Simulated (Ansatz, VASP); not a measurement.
One calculation of HgPI3, two programs

```
Hg P I
1.0
     5.58704    0.00000    0.00000
     0.00000    5.58704    0.00000
     0.00000    0.00000    5.58704
Hg P I
1 1 3
Direct
  0.00000 0.00000 0.00000
  0.50000 0.50000 0.50000
  0.00000 0.50000 0.50000
  0.50000 0.00000 0.50000
  0.50000 0.50000 0.00000
```

Alike in both runs: functional PBE; k mesh 8 × 8 × 8; occupations gaussian, width 0.1 eV; no spin polarisation.

Ansatz relaxed the structure, and its values are those at the end. VASP's run is a single point on that final structure, the one shown.

```csv
,VASP,Ansatz
version,VASP 6.6.1,Ansatz 0.2.0
potentials or method,"VASP PAW PBE potentials, release 64 (Hg, P, I), cutoff 520 eV","scalar-relativistic, plane waves, PAW"
valence electrons in the cell,38,76
```

```tsv
	VASP	Ansatz	Ansatz less VASP
gap on the k mesh at the Fermi level (eV)	none	none	-
pressure (GPa)	0.0	0.0	+0.05
```

A gap of «none» marks a metal or a gap that the smearing closes. The functional is the same, so the differences come from potentials, cutoffs and numerics. VASP's potentials hold 38 valence electrons a cell and Ansatz's 76, so a difference there can come from the potentials and not from the codes.

Neither program's run includes spin-orbit coupling.
